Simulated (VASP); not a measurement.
# CdSe (Cadmoselite) (P6_3mc) in VASP: settings compared

Aim: see how the results for CdSe (Cadmoselite) move with the level of theory and the settings. Levels: PBEsol, LDA. Tasks: single point.

Program: VASP 6.6.1. These are calculated values, not measurements. Logs are shortened: lines on timing, memory, paths and dates and some standing lists are left out, and cuts for length are marked.

## 1. The cell of the first run

Symmetry: P6_3mc, No. 186, hexagonal system. Conventional cell: a = 4.328 Å, b = 4.328 Å, c = 7.066 Å, α = 90.00°, β = 90.00°, γ = 120.00°. Cd (site symmetry 3m) has 4 Se at 2.63 to 2.72 Å within 3.5 Å. Within 3.5 Å of Se (site symmetry 3m) lie 4 Cd at 2.63 to 2.72 Å.

## 2. Single point, PBEsol (volume scaled by 1.02)

The input, INCAR:

```
SYSTEM = CdSe
PREC = Accurate
ENCUT = 520
EDIFF = 1E-6
ISMEAR = -1
SIGMA = 0.05
LREAL = .FALSE.
LASPH = .TRUE.
NELM = 80
ALGO = Normal
ISIF = 2
LWAVE = .FALSE.
LCHARG = .TRUE.
GGA = PS
LELF = .TRUE.
LVHAR = .TRUE.
NBANDS = 26
```

The input, KPOINTS:

```
Automatic mesh
0
G
  7 7 4
  0 0 0
```

The input, POSCAR:

```
CdSe
1.0
    4.3284776511      0.0000000000      0.0000000000
   -2.1642388256      3.7485716056      0.0000000000
    0.0000000000      0.0000000000      7.0664914211
Cd Se
2 2
Direct
    0.6666666667      0.3333333333      0.5000000000
    0.3333333333      0.6666666667      0.0000000000
    0.6666666667      0.3333333333      0.8850000000
    0.3333333333      0.6666666667      0.3850000000
```

Potentials or basis: VASP PAW PBE potentials, release 64 (Cd, Se).

Command:

```console
> cat potpaw_PBE.64/Cd/POTCAR potpaw_PBE.64/Se/POTCAR > POTCAR
> mpirun -np 1 vasp_std > vasp.out
```

OUTCAR:

```text
SYSTEM = CdSe
   PREC = Accurate
   ENCUT = 520
   EDIFF = 1E-6
   ISMEAR = -1
   LREAL = .FALSE.
   LASPH = .TRUE.
   NELM = 80
   ISIF = 2
   GGA = PS

 ion  position               nearest neighbor table
   1  0.667  0.333  0.500-   4 2.63   4 2.63   4 2.63   3 2.72
   2  0.333  0.667  0.000-   3 2.63   3 2.63   3 2.63   4 2.72
   3  0.667  0.333  0.885-   2 2.63   2 2.63   2 2.63   1 2.72
   4  0.333  0.667  0.385-   1 2.63   1 2.63   1 2.63   2 2.72

  LATTYP: Found a hexagonal cell.
 ALAT       =     4.3284776511
 C/A-ratio  =     1.6325581395

  Lattice vectors:

 A1 = (   4.3284776511,   0.0000000000,   0.0000000000)
 A2 = (  -2.1642388256,   3.7485716056,   0.0000000000)
 A3 = (   0.0000000000,   0.0000000000,   7.0664914211)

Analysis of symmetry for initial positions (statically):
=====================================================================
 Subroutine PRICEL returns:
 Original cell was already a primitive cell.

 Routine SETGRP: Setting up the symmetry group for a
 hexagonal supercell.

 Subroutine GETGRP returns: Found 12 space group operations
 (whereof  6 operations were pure point group operations)
 out of a pool of 24 trial point group operations.

The static configuration has the point symmetry C_3v.
 The point group associated with its full space group is C_6v.

Analysis of symmetry for dynamics (positions and initial velocities):
=====================================================================
 Subroutine PRICEL returns:
 Original cell was already a primitive cell.

 Routine SETGRP: Setting up the symmetry group for a
 hexagonal supercell.

 Subroutine GETGRP returns: Found 12 space group operations
 (whereof  6 operations were pure point group operations)
 out of a pool of 24 trial point group operations.

The dynamic configuration has the point symmetry C_3v.
 The point group associated with its full space group is C_6v.

 Subroutine INISYM returns: Found 12 space group operations
 (whereof  6 operations are pure point group operations),
 and found     1 'primitive' translations

----------------------------------------------------------------------------------------

                                     Primitive cell

  volume of cell :     114.6581

  direct lattice vectors                    reciprocal lattice vectors
     4.328477651  0.000000000  0.000000000     0.231028107  0.133384140  0.000000000
    -2.164238826  3.748571606  0.000000000     0.000000000  0.266768280  0.000000000
     0.000000000  0.000000000  7.066491421     0.000000000  0.000000000  0.141512943

  length of vectors
     4.328477651  4.328477651  7.066491421     0.266768280  0.266768280  0.141512943

  position of ions in fractional coordinates (direct lattice)
     0.666666667  0.333333333  0.500000000
     0.333333333  0.666666667  0.000000000
     0.666666667  0.333333333  0.885000000
     0.333333333  0.666666667  0.385000000

  ion indices of the primitive-cell ions
   primitive index   ion index
                 1           1
                 2           2
                 3           3
                 4           4

----------------------------------------------------------------------------------------

 KPOINTS: Automatic mesh

Automatic generation of k-mesh.
 Grid dimensions read from file:
 generate k-points for:    7    7    4

 Generating k-lattice:

  Cartesian coordinates                     Fractional coordinates (reciprocal lattice)
     0.033004015  0.019054877  0.000000000     0.142857143  0.000000000  0.000000000
     0.000000000  0.038109754  0.000000000     0.000000000  0.142857143  0.000000000
     0.000000000  0.000000000  0.035378236     0.000000000  0.000000000  0.250000000

  Length of vectors
     0.038109754  0.038109754  0.035378236

  Shift w.r.t. Gamma in fractional coordinates (k-lattice)
     0.000000000  0.000000000  0.000000000

 Subroutine IBZKPT returns following result:
 ===========================================

 Found     24 irreducible k-points:

 Following reciprocal coordinates:
            Coordinates               Weight
  0.000000  0.000000  0.000000      1.000000
  0.142857  0.000000  0.000000      6.000000
  0.285714  0.000000  0.000000      6.000000
  0.428571  0.000000  0.000000      6.000000
  0.142857  0.142857  0.000000      6.000000
  0.285714  0.142857  0.000000     12.000000
[... 16 lines left out ...]
  0.428571  0.142857  0.500000      6.000000
  0.285714  0.285714  0.500000      6.000000
   k-points           NKPTS =     24   k-points in BZ     NKDIM =     24   number of bands    NBANDS=     26
   number of dos      NEDOS =    301   number of ions     NIONS =      4
   total plane-waves  NPLWV =  55296
   dimension x,y,z NGX =    32 NGY =   32 NGZ =   54
   dimension x,y,z NGXF=    64 NGYF=   64 NGZF=  108
   ions per type =               2   2
   NGX,Y,Z   is equivalent  to a cutoff of  12.29, 12.29, 12.70 a.u.
   NGXF,Y,Z  is equivalent  to a cutoff of  24.58, 24.58, 25.41 a.u.
 SYSTEM =  CdSe
   PREC   = accura    normal or accurate (medium, high low for compatibility)
   ISTART =      0    job   : 0-new  1-cont  2-samecut
   ICHARG =      2    charge: 1-file 2-atom 10-const
   ISPIN  =      1    spin polarized calculation?
   LNONCOLLINEAR =      F non collinear calculations
   LSORBIT =      F    spin-orbit coupling
   LASPH  =      T    aspherical Exc in radial PAW
   ENCUT  =  520.0 eV  38.22 Ry    6.18 a.u.   8.05  8.05 13.14*2*pi/ulx,y,z
   NELM   =     80;   NELMIN=  2; NELMDL= -5     # of ELM steps
   EDIFF  = 0.1E-05   stopping-criterion for ELM
   LREAL  =      F    real-space projection
   EDIFFG = 0.1E-04   stopping-criterion for IOM
   NSW    =      0    number of steps for IOM
   IBRION =     -1    ionic relax: 0-MD 1-quasi-New 2-CG
   NFREE  =      0    steps in history (QN), initial steepest desc. (CG)
   ISIF   =      2    stress and relaxation
   ISYM   =      2    0-nonsym 1-usesym 2-fastsym
   POTIM  = 0.5000    time-step for ionic-motion
   TEBEG  =    0.0;   TEEND  =   0.0 temperature during run
   PSTRESS=    0.0 pullay stress
   NELECT =      36.0000    total number of electrons
   NUPDOWN=      -1.0000    fix difference up-down
   EMIN   =  10.00;   EMAX   =-10.00  energy-range for DOS
   EFERMI =   0.00;   METHOD = LEGACY
   ISMEAR =    -1;   SIGMA  =   0.05  broadening in eV -4-tet -1-fermi 0-gaus
   EFERMI_NEDOS =   21; number of points for ismear=-14 and -15
   IALGO  =     38    algorithm
   IMIX   =      4    mixing-type and parameters
     AMIX     =   0.40;   BMIX     =  1.00
     AMIX_MAG =   1.60;   BMIX_MAG =  1.00
  volume/ion in A,a.u.               =      28.66       193.44
  Fermi-wavevector in a.u.,A,eV,Ry     =   1.112690  2.102679 16.845078  1.238078
  Thomas-Fermi vector in A             =   2.249267
   LORBIT       =      0    0 simple, 1 ext, 2 COOP (PROOUT), +10 PAW based schemes
   GGA     = PS    functional components
   LHFCALC =     F    Hartree Fock is set to
   AEXX    =    0.0000 exact exchange contribution
   IVDW    =     0    specifies the selected vdW correction
   LEPSILON=     F    determine dielectric tensor
   LRPA    =     F    only Hartree local field effects (RPA)
 non-spin polarized calculation
  energy-cutoff  :      520.00
  volume of cell :      114.66
 maximum number of plane-waves:      3102
   NGX = 17   NGY = 17   NGZ = 27

 number of electron      35.9999999 magnetization

 Free energy of the ion-electron system (eV)
  ---------------------------------------------------
  ext. energy  EPLUGINS =         0.00000000
  ---------------------------------------------------
  free energy    TOTEN  =       -12.33041972 eV

  energy without entropy =      -12.33035657  energy(sigma->0) =      -12.33038814

 E-fermi :   0.9548     XC(G=0):  -9.0033

 val. band max:        0.6502173987   @ k =   0.0000   0.0000   0.0000
 cond. band min:       1.1892914576   @ k =   0.0000   0.0000   0.0000
 fundamental gap:      0.5390740589
 Fermi energy:         0.9548165122

 k-point     1 :       0.0000    0.0000    0.0000
  band No.  band energies     occupation
      1     -11.8620      2.00000
      2     -11.5055      2.00000
      3      -7.1964      2.00000
      4      -7.1964      2.00000
      5      -7.1434      2.00000
      6      -7.1434      2.00000
[... 18 lines left out ...]
     25       7.5497      0.00000
     26       8.1739      0.00000

 k-point     2 :       0.1429    0.0000    0.0000
  band No.  band energies     occupation
      1     -11.8006      2.00000
      2     -11.4758      2.00000
      3      -7.1712      2.00000
      4      -7.1605      2.00000
      5      -7.1153      2.00000
      6      -7.1117      2.00000
[... 18 lines left out ...]
     25       7.8232      0.00000
     26       8.0271      0.00000

 k-point     3 :       0.2857    0.0000    0.0000
  band No.  band energies     occupation
      1     -11.6540      2.00000
      2     -11.4155      2.00000
      3      -7.1209      2.00000
      4      -7.1070      2.00000
      5      -7.0399      2.00000
      6      -7.0158      2.00000
[... 18 lines left out ...]
     25       8.1660      0.00000
     26       8.5332      0.00000

 k-point     4 :       0.4286    0.0000    0.0000
  band No.  band energies     occupation
      1     -11.5187      2.00000
      2     -11.3828      2.00000
      3      -7.0902      2.00000
      4      -7.0869      2.00000
      5      -6.9839      2.00000
      6      -6.9387      2.00000
[... 18 lines left out ...]
     25       8.4252      0.00000
     26       9.6429      0.00000
[... 496 lines left out ...]
      1     -11.4640      2.00000
      2     -11.4640      2.00000
      3      -7.0587      2.00000
      4      -7.0587      2.00000
      5      -7.0348      2.00000
      6      -7.0348      2.00000
[... 18 lines left out ...]
     25       8.2897      0.00000
     26       8.2897      0.00000

 k-point    23 :       0.4286    0.1429    0.5000
  band No.  band energies     occupation
      1     -11.4213      2.00000
      2     -11.4213      2.00000
      3      -7.0397      2.00000
      4      -7.0397      2.00000
      5      -7.0277      2.00000
      6      -7.0277      2.00000
[... 18 lines left out ...]
     25       8.8879      0.00000
     26       8.8879      0.00000

 k-point    24 :       0.2857    0.2857    0.5000
  band No.  band energies     occupation
      1     -11.4116      2.00000
      2     -11.4116      2.00000
      3      -7.0333      2.00000
      4      -7.0333      2.00000
      5      -7.0149      2.00000
      6      -7.0149      2.00000
[... 18 lines left out ...]
     25       8.5886      0.00000
     26       8.5886      0.00000

------------------------ aborting loop because EDIFF is reached ----------------------------------------

  FORCE on cell =-STRESS in cart. coord.  units (eV):
  Direction    XX          YY          ZZ          XY          YZ          ZX
  --------------------------------------------------------------------------------------
  -------------------------------------------------------------------------------------
  Total        0.0233812      0.0233812     -1.1659550     -0.0000000      0.0000000      0.0000000
  in kB        0.3267173      0.3267173    -16.2924936     -0.0000000      0.0000000      0.0000000
  external PRESSURE =      -5.2130197 kB  Pullay stress =       0.0000000 kB

 VOLUME and BASIS-vectors are now :
 -----------------------------------------------------------------------------
  energy-cutoff  :      520.00
  volume of cell :      114.66
      direct lattice vectors                 reciprocal lattice vectors
     4.328477651  0.000000000  0.000000000     0.231028107  0.133384140  0.000000000
    -2.164238826  3.748571606  0.000000000     0.000000000  0.266768280  0.000000000
     0.000000000  0.000000000  7.066491421     0.000000000  0.000000000  0.141512943

 POSITION                                       TOTAL-FORCE (eV/Angst)
 -----------------------------------------------------------------------------------
      2.16424      1.24952      3.53325         0.000000     -0.000000      0.254325
     -0.00000      2.49905      0.00000         0.000000      0.000000      0.254325
      2.16424      1.24952      6.25384        -0.000000     -0.000000     -0.254325
     -0.00000      2.49905      2.72060         0.000000      0.000000     -0.254325
 -----------------------------------------------------------------------------------
    total drift:                               -0.000000     -0.000000     -0.000491

  FREE ENERGIE OF THE ION-ELECTRON SYSTEM (eV)
  ---------------------------------------------------
  free  energy   TOTEN  =       -12.3304197186 eV

  energy  without entropy=      -12.3303565711  energy(sigma->0) =      -12.33038814
```

Wall time 52 s (1 thread of Intel Xeon Platinum 8259CL at 2.50GHz (Skylake/Cascade Lake), shared host); peak memory 0.25 GiB.

Results:

```yaml
Free_energy: -12.3304 eV
Pressure: -0.5 GPa
Largest_force: 0.254 eV/Å
Band_gap_on_the_k_mesh: 0.54 eV, direct
```

Forces on the atoms (eV/Å):
```
Cd   0.000  0.000  0.254
Cd   0.000  0.000  0.254
Se   0.000  0.000 -0.254
Se   0.000  0.000 -0.254
```

Levels at points of the mesh, in eV from the valence-band top:
| k point | band 15 | band 16 | band 17 | band 18 | band 19 | band 20 | band 21 | band 22 |
| --- | --- | --- | --- | --- | --- | --- | --- | --- |
| (0.00, 0.00, 0.00) | -0.70 | -0.01 | 0.00 | 0.00 | 0.54 | 1.99 | 5.80 | 5.80 |
| (0.00, 0.00, 0.50) | -0.37 | -0.37 | -0.37 | -0.37 | 2.20 | 2.20 | 5.70 | 5.70 |

Caveat: the PAW data sets were made with another functional, which shifts forces and pressure a little.

## 3. Single point, LDA (volume scaled by 1.04)

The input, INCAR:

```
SYSTEM = CdSe
ALGO = Normal ; EDIFF = 1E-7
ENCUT = 520 ; ISIF = 2
ISMEAR = -1 ; LASPH = .TRUE.
LCHARG = .FALSE. ; LREAL = .FALSE.
LWAVE = .FALSE. ; NBANDS = 26
NELM = 60 ; PREC = Accurate
SIGMA = 0.05
```

The input, KPOINTS:

```
k-points
0
G
  7 7 4
  0 0 0
```

The input, POSCAR:

```
CdSe
1.0
    4.3565854364      0.0000000000      0.0000000000
   -2.1782927182      3.7729136617      0.0000000000
    0.0000000000      0.0000000000      7.1123790148
Cd Se
2 2
Direct
    0.6666666667      0.3333333333      0.5000000000
    0.3333333333      0.6666666667      0.0000000000
    0.6666666667      0.3333333333      0.8850000000
    0.3333333333      0.6666666667      0.3850000000
```

Potentials or basis: VASP PAW LDA potentials, release 64 (Cd, Se).

Command:

```console
> cat potpaw_LDA.64/Cd/POTCAR potpaw_LDA.64/Se/POTCAR > POTCAR
> mpirun -np 1 vasp_std > vasp.out
```

OUTCAR:

```text
SYSTEM = CdSe
   EDIFF = 1E-7
   ENCUT = 520
   ISIF = 2
   ISMEAR = -1
   LASPH = .TRUE.
   LREAL = .FALSE.
   NELM = 60
   PREC = Accurate

 ion  position               nearest neighbor table
   1  0.667  0.333  0.500-   4 2.64   4 2.64   4 2.64   3 2.74
   2  0.333  0.667  0.000-   3 2.64   3 2.64   3 2.64   4 2.74
   3  0.667  0.333  0.885-   2 2.64   2 2.64   2 2.64   1 2.74
   4  0.333  0.667  0.385-   1 2.64   1 2.64   1 2.64   2 2.74

  LATTYP: Found a hexagonal cell.
 ALAT       =     4.3565854364
 C/A-ratio  =     1.6325581395

  Lattice vectors:

 A1 = (   4.3565854364,   0.0000000000,   0.0000000000)
 A2 = (  -2.1782927182,   3.7729136617,   0.0000000000)
 A3 = (   0.0000000000,   0.0000000000,   7.1123790148)

Analysis of symmetry for initial positions (statically):
=====================================================================
 Subroutine PRICEL returns:
 Original cell was already a primitive cell.

 Routine SETGRP: Setting up the symmetry group for a
 hexagonal supercell.

 Subroutine GETGRP returns: Found 12 space group operations
 (whereof  6 operations were pure point group operations)
 out of a pool of 24 trial point group operations.

[... 167 lines left out ...]

 val. band max:        0.4904088376   @ k =   0.0000   0.0000   0.0000
 cond. band min:       0.8702007934   @ k =   0.0000   0.0000   0.0000
 fundamental gap:      0.3797919558
 Fermi energy:         0.7174729208

 k-point     1 :       0.0000    0.0000    0.0000
  band No.  band energies     occupation
      1     -11.9389      2.00000
      2     -11.5994      2.00000
      3      -7.3301      2.00000
      4      -7.3301      2.00000
      5      -7.2801      2.00000
      6      -7.2801      2.00000
[... 685 lines left out ...]
     25       8.3301      0.00000
     26       8.3301      0.00000

------------------------ aborting loop because EDIFF is reached ----------------------------------------

  FORCE on cell =-STRESS in cart. coord.  units (eV):
  Direction    XX          YY          ZZ          XY          YZ          ZX
  --------------------------------------------------------------------------------------
  -------------------------------------------------------------------------------------
  Total       -2.0194122     -2.0194122     -2.9323629      0.0000000      0.0000000      0.0000000
  in kB      -27.6756334    -27.6756334    -40.1874372      0.0000000      0.0000000      0.0000000
  external PRESSURE =     -31.8462347 kB  Pullay stress =       0.0000000 kB

 VOLUME and BASIS-vectors are now :
 -----------------------------------------------------------------------------
  energy-cutoff  :      520.00
  volume of cell :      116.91
      direct lattice vectors                 reciprocal lattice vectors
     4.356585436  0.000000000  0.000000000     0.229537562  0.132523573  0.000000000
    -2.178292718  3.772913662  0.000000000     0.000000000  0.265047146  0.000000000
     0.000000000  0.000000000  7.112379015     0.000000000  0.000000000  0.140599931

 POSITION                                       TOTAL-FORCE (eV/Angst)
 -----------------------------------------------------------------------------------
      2.17829      1.25764      3.55619         0.000000      0.000000      0.227194
     -0.00000      2.51528      0.00000        -0.000000     -0.000000      0.227194
      2.17829      1.25764      6.29446        -0.000000      0.000000     -0.227194
     -0.00000      2.51528      2.73827         0.000000     -0.000000     -0.227194
 -----------------------------------------------------------------------------------
    total drift:                               -0.000000      0.000000     -0.000475

  FREE ENERGIE OF THE ION-ELECTRON SYSTEM (eV)
  ---------------------------------------------------
  free  energy   TOTEN  =       -13.4203832425 eV

  energy  without entropy=      -13.4201430647  energy(sigma->0) =      -13.42026315
```

Run time: 63 s. Hardware: 1 thread of Intel Xeon Platinum 8259CL at 2.50GHz (Skylake/Cascade Lake), shared host; peak memory 0.22 GiB.

What came out:

```yaml
Free_energy: -13.4204 eV
Pressure: -3.2 GPa
Largest_force: 0.227 eV/Å
Band_gap_on_the_k_mesh: 0.38 eV, direct
```

Forces on the atoms (eV/Å):
```
Cd   0.000  0.000  0.227
Cd   0.000  0.000  0.227
Se   0.000  0.000 -0.227
Se   0.000  0.000 -0.227
```

Levels at points of the mesh, in eV from the valence-band top:
```
           k point  band 16  band 17  band 18  band 19  band 20  band 21
(0.00, 0.00, 0.00)     0.00     0.00     0.00     0.38     1.88     5.73
(0.00, 0.00, 0.50)    -0.35    -0.35    -0.35     2.07     2.07     5.59
```
